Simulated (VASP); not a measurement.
# WC (Pm) in VASP: further runs

The runs below take WC through single point, with PBE.

All numbers are computed with VASP 6.6.1; they aren't measurements. Logs are shortened: lines on timing, memory, paths and dates and some standing lists are left out, and cuts for length are marked.

## (1) The cell of the first run

It takes space group Pm (No. 6, monoclinic). The conventional cell has a = 2.901 Å, b = 2.829 Å, c = 2.901 Å, α = 90.00°, β = 120.00°, γ = 90.00°. Within 2.6 Å of W (site symmetry m) lie 6 C at 1.99 to 2.54 Å. C (site symmetry m) has 6 W at 1.99 to 2.54 Å within 2.6 Å.

## (2) Single point, PBE (atom 1 (W) moved by (-0.450, +0.000) A along [1 1 0] and z)

The input, INCAR:

```
PREC = Accurate ; ENCUT = 520
EDIFF = 1E-7 ; ISMEAR = 0
SIGMA = 0.15 ; LREAL = F
LASPH = T ; NELM = 80
ALGO = Normal ; ISIF = 2
LWAVE = F ; LCHARG = F
GGA = PE ; NBANDS = 16
```

The input, KPOINTS:

```
regular mesh
0
Gamma
  18 18 16
```

The input, POSCAR:

```
WC
1.0
    2.9005014360      0.0000000000      0.0000000000
   -1.4502507180      2.5119079273      0.0000000000
    0.0000000000      0.0000000000      2.8290000000
W C
1 1
Direct
   -0.1730424181     -0.1266758419      0.0000000000
    0.6666666667      0.3333333333      0.5000000000
```

Potentials or basis: VASP PAW PBE potentials, release 64 (W_sv, C).

Run with:

```bash
$ cat potpaw_PBE.64/W_sv/POTCAR potpaw_PBE.64/C/POTCAR > POTCAR
$ mpirun -np 1 vasp_std > vasp.out
```

OUTCAR:

```text
PREC = Accurate
   ENCUT = 520
   EDIFF = 1E-7
   ISMEAR = 0
   LREAL = F
   LASPH = T
   NELM = 80
   ISIF = 2
   GGA = PE

 ion  position               nearest neighbor table
   1  0.827  0.873  0.000-   2 1.99   2 1.99   2 2.15   2 2.15   2 2.54   2 2.54
   2  0.667  0.333  0.500-   1 1.99   1 1.99   1 2.15   1 2.15   1 2.54   1 2.54

  LATTYP: Found a hexagonal cell.
 ALAT       =     2.9005014360
 C/A-ratio  =     0.9753485949

  Lattice vectors:

 A1 = (   2.9005014360,   0.0000000000,   0.0000000000)
 A2 = (  -1.4502507180,   2.5119079273,   0.0000000000)
 A3 = (   0.0000000000,   0.0000000000,   2.8290000000)

Analysis of symmetry for initial positions (statically):
=====================================================================
 Subroutine PRICEL returns:
 Original cell was already a primitive cell.

 Routine SETGRP: Setting up the symmetry group for a
 hexagonal supercell.

 Subroutine GETGRP returns: Found  2 space group operations
 (whereof  2 operations were pure point group operations)
 out of a pool of 24 trial point group operations.

The static configuration has the point symmetry C_1h.

Analysis of symmetry for dynamics (positions and initial velocities):
=====================================================================
 Subroutine PRICEL returns:
 Original cell was already a primitive cell.

 Routine SETGRP: Setting up the symmetry group for a
 hexagonal supercell.

 Subroutine GETGRP returns: Found  2 space group operations
 (whereof  2 operations were pure point group operations)
 out of a pool of 24 trial point group operations.

The dynamic configuration has the point symmetry C_1h.

 Subroutine INISYM returns: Found  2 space group operations
 (whereof  2 operations are pure point group operations),
 and found     1 'primitive' translations

----------------------------------------------------------------------------------------

                                     Primitive cell

  volume of cell :      20.6115

  direct lattice vectors                    reciprocal lattice vectors
     2.900501436  0.000000000  0.000000000     0.344767973  0.199051882  0.000000000
    -1.450250718  2.511907927  0.000000000     0.000000000  0.398103764  0.000000000
     0.000000000  0.000000000  2.829000000     0.000000000  0.000000000  0.353481796

  length of vectors
     2.900501436  2.900501436  2.829000000     0.398103764  0.398103764  0.353481796

  position of ions in fractional coordinates (direct lattice)
     0.826957582  0.873324158  0.000000000
     0.666666667  0.333333333  0.500000000

  ion indices of the primitive-cell ions
   primitive index   ion index
                 1           1
                 2           2

----------------------------------------------------------------------------------------

 KPOINTS: regular mesh

Automatic generation of k-mesh.
 Grid dimensions read from file:
 generate k-points for:   18   18   16

 Generating k-lattice:

  Cartesian coordinates                     Fractional coordinates (reciprocal lattice)
     0.019153776  0.011058438  0.000000000     0.055555556  0.000000000  0.000000000
     0.000000000  0.022116876  0.000000000     0.000000000  0.055555556  0.000000000
     0.000000000  0.000000000  0.022092612     0.000000000  0.000000000  0.062500000

  Length of vectors
     0.022116876  0.022116876  0.022092612

  Shift w.r.t. Gamma in fractional coordinates (k-lattice)
     0.000000000  0.000000000  0.000000000

 Subroutine IBZKPT returns following result:
 ===========================================

 Found   1476 irreducible k-points:

 Following reciprocal coordinates:
            Coordinates               Weight
  0.000000  0.000000  0.000000      1.000000
  0.055556  0.000000  0.000000      2.000000
  0.000000  0.055556  0.000000      2.000000
 -0.055556  0.055556  0.000000      2.000000
  0.111111  0.000000  0.000000      2.000000
  0.000000  0.111111  0.000000      2.000000
[... 16 lines left out ...]
  0.444444 -0.000000  0.000000      2.000000
  0.000000  0.444444  0.000000      2.000000
 [... further k-points ...]
   k-points           NKPTS =   1476   k-points in BZ     NKDIM =   1476   number of bands    NBANDS=     16
   number of dos      NEDOS =    301   number of ions     NIONS =      2
   total plane-waves  NPLWV =  13824
   dimension x,y,z NGX =    24 NGY =   24 NGZ =   24
   dimension x,y,z NGXF=    48 NGYF=   48 NGZF=   48
   ions per type =               1   1
   NGX,Y,Z   is equivalent  to a cutoff of  13.76, 13.76, 14.10 a.u.
   NGXF,Y,Z  is equivalent  to a cutoff of  27.51, 27.51, 28.21 a.u.
 SYSTEM =  unknown system
   PREC   = accura    normal or accurate (medium, high low for compatibility)
   ISTART =      0    job   : 0-new  1-cont  2-samecut
   ICHARG =      2    charge: 1-file 2-atom 10-const
   ISPIN  =      1    spin polarized calculation?
   LNONCOLLINEAR =      F non collinear calculations
   LSORBIT =      F    spin-orbit coupling
   LASPH  =      T    aspherical Exc in radial PAW
   ENCUT  =  520.0 eV  38.22 Ry    6.18 a.u.   5.39  5.39  5.26*2*pi/ulx,y,z
   NELM   =     80;   NELMIN=  2; NELMDL= -5     # of ELM steps
   EDIFF  = 0.1E-06   stopping-criterion for ELM
   LREAL  =      F    real-space projection
   EDIFFG = 0.1E-05   stopping-criterion for IOM
   NSW    =      0    number of steps for IOM
   IBRION =     -1    ionic relax: 0-MD 1-quasi-New 2-CG
   NFREE  =      0    steps in history (QN), initial steepest desc. (CG)
   ISIF   =      2    stress and relaxation
   ISYM   =      2    0-nonsym 1-usesym 2-fastsym
   POTIM  = 0.5000    time-step for ionic-motion
   TEBEG  =    0.0;   TEEND  =   0.0 temperature during run
   PSTRESS=    0.0 pullay stress
   NELECT =      18.0000    total number of electrons
   NUPDOWN=      -1.0000    fix difference up-down
   EMIN   =  10.00;   EMAX   =-10.00  energy-range for DOS
   EFERMI =   0.00;   METHOD = LEGACY
   ISMEAR =     0;   SIGMA  =   0.15  broadening in eV -4-tet -1-fermi 0-gaus
   EFERMI_NEDOS =   21; number of points for ismear=-14 and -15
   IALGO  =     38    algorithm
   IMIX   =      4    mixing-type and parameters
     AMIX     =   0.40;   BMIX     =  1.00
     AMIX_MAG =   1.60;   BMIX_MAG =  1.00
  volume/ion in A,a.u.               =      10.31        69.55
  Fermi-wavevector in a.u.,A,eV,Ry     =   1.564813  2.957068 33.315762  2.448639
  Thomas-Fermi vector in A             =   2.667381
   LORBIT       =      0    0 simple, 1 ext, 2 COOP (PROOUT), +10 PAW based schemes
   GGA     = PE    functional components
   LHFCALC =     F    Hartree Fock is set to
   AEXX    =    0.0000 exact exchange contribution
   IVDW    =     0    specifies the selected vdW correction
   LEPSILON=     F    determine dielectric tensor
   LRPA    =     F    only Hartree local field effects (RPA)
 non-spin polarized calculation
 Gauss-broadening in eV      SIGMA  =   0.15
  energy-cutoff  :      520.00
  volume of cell :       20.61
 maximum number of plane-waves:       580
 NGX is ok and might be reduce to    24
   NGX = 11   NGY = 11   NGZ = 11

 number of electron      18.0000000 magnetization

 Free energy of the ion-electron system (eV)
  ---------------------------------------------------
  ext. energy  EPLUGINS =         0.00000000
  ---------------------------------------------------
  free energy    TOTEN  =       -21.15890098 eV

  energy without entropy =      -21.15345870  energy(sigma->0) =      -21.15617984

 E-fermi :  11.8111     XC(G=0): -13.7961

 val. band max:       11.8098722425   @ k =   0.1667   0.0556   0.1875
 cond. band min:      11.8161026360   @ k =  -0.3333   0.4444   0.0000
 fundamental gap:      0.0062303935
 Fermi energy:        11.8110816339

 k-point     1 :       0.0000    0.0000    0.0000
  band No.  band energies     occupation
      1     -62.6036      2.00000
      2     -26.7073      2.00000
      3     -26.5707      2.00000
      4     -26.4710      2.00000
      5      -3.4233      2.00000
      6       6.3995      2.00000
[... 8 lines left out ...]
     15      25.8824      0.00000
     16      26.8707      0.00000

 k-point     2 :       0.0556    0.0000    0.0000
  band No.  band energies     occupation
      1     -62.6018      2.00000
      2     -26.7042      2.00000
      3     -26.5765      2.00000
      4     -26.4964      2.00000
      5      -3.3560      2.00000
      6       6.4515      2.00000
[... 8 lines left out ...]
     15      25.0607      0.00000
     16      27.8104      0.00000

 k-point     3 :       0.0000    0.0556    0.0000
  band No.  band energies     occupation
      1     -62.6017      2.00000
      2     -26.7035      2.00000
      3     -26.5941      2.00000
      4     -26.4813      2.00000
      5      -3.3333      2.00000
      6       6.4076      2.00000
[... 8 lines left out ...]
     15      25.6107      0.00000
     16      27.2754      0.00000

 k-point     4 :      -0.0556    0.0556    0.0000
  band No.  band energies     occupation
      1     -62.6017      2.00000
      2     -26.7035      2.00000
      3     -26.5946      2.00000
      4     -26.4805      2.00000
      5      -3.3358      2.00000
      6       6.4257      2.00000
[... 8 lines left out ...]
     15      25.6918      0.00000
     16      26.9380      0.00000
[... 324 lines left out ...]
 k-point    22 :      -0.3889    0.3889    0.0000
  band No.  band energies     occupation
      1     -62.5496      2.00000
      2     -27.3129      2.00000
      3     -26.6626      2.00000
      4     -26.5968      2.00000
      5      -0.1562      2.00000
      6       4.1888      2.00000
[... 8 lines left out ...]
     15      23.9354      0.00000
     16      27.5668      0.00000

 k-point    23 :       0.4444   -0.0000    0.0000
  band No.  band energies     occupation
      1     -62.5462      2.00000
      2     -27.2459      2.00000
      3     -26.7540      2.00000
      4     -26.6086      2.00000
      5      -1.1352      2.00000
      6       5.2367      2.00000
[... 8 lines left out ...]
     15      23.9003      0.00000
     16      28.0848      0.00000

 k-point    24 :       0.0000    0.4444    0.0000
  band No.  band energies     occupation
      1     -62.5440      2.00000
      2     -27.3879      2.00000
      3     -26.6850      2.00000
      4     -26.5827      2.00000
      5       0.7342      2.00000
      6       3.2339      2.00000
[... 8 lines left out ...]
     15      23.3736      0.00000
     16      28.8402      0.00000

 [... further k-points ...]
[... 5 lines left out ...]
  --------------------------------------------------------------------------------------
  -------------------------------------------------------------------------------------
  Total        1.8294388      4.9414648      6.5373236     -1.4136782      0.0000000      0.0000000
  in kB      142.2062638    384.1108182    508.1603979   -109.8882811      0.0000000      0.0000000
  external PRESSURE =     344.8258266 kB  Pullay stress =       0.0000000 kB

 VOLUME and BASIS-vectors are now :
 -----------------------------------------------------------------------------
  energy-cutoff  :      520.00
  volume of cell :       20.61
      direct lattice vectors                 reciprocal lattice vectors
     2.900501436  0.000000000  0.000000000     0.344767973  0.199051882  0.000000000
    -1.450250718  2.511907927  0.000000000     0.000000000  0.398103764  0.000000000
     0.000000000  0.000000000  2.829000000     0.000000000  0.000000000  0.353481796

 POSITION                                       TOTAL-FORCE (eV/Angst)
 -----------------------------------------------------------------------------------
      1.13205      2.19371      0.00000         2.183535      4.264184      0.000000
      1.45025      0.83730      1.41450        -2.183535     -4.264184      0.000000
 -----------------------------------------------------------------------------------
    total drift:                               -0.000022      0.000010      0.000000

  FREE ENERGIE OF THE ION-ELECTRON SYSTEM (eV)
  ---------------------------------------------------
  free  energy   TOTEN  =       -21.1589009786 eV

  energy  without entropy=      -21.1534587031  energy(sigma->0) =      -21.15617984
```

Wall time 2.8 min (1 thread of Intel Xeon 6975P-C (Granite Rapids), shared host); peak memory 0.56 GiB.

What came out:

- Free energy: -21.1589 eV
- Pressure: 34.5 GPa
- Largest force: 4.791 eV/Å
- Band gap on the k mesh: zero (bands 9 and 10 overlap by 2.52 eV)

Forces on the atoms (eV/Å):
```
W    2.184  4.264  0.000
C   -2.184 -4.264  0.000
```

Caveat: the cell differs from its parent crystal (atom 1 (W) moved by (-0.450, +0.000) A along [1 1 0] and z); the stress differs along the axes, from 14 to 51 GPa; spin-orbit coupling is left out, which moves the levels of the heavy elements; forces of over 1 eV/Å act on the atoms, so gaps and moduli don't describe the material at rest.

(Part 1 of 2 ends here.)
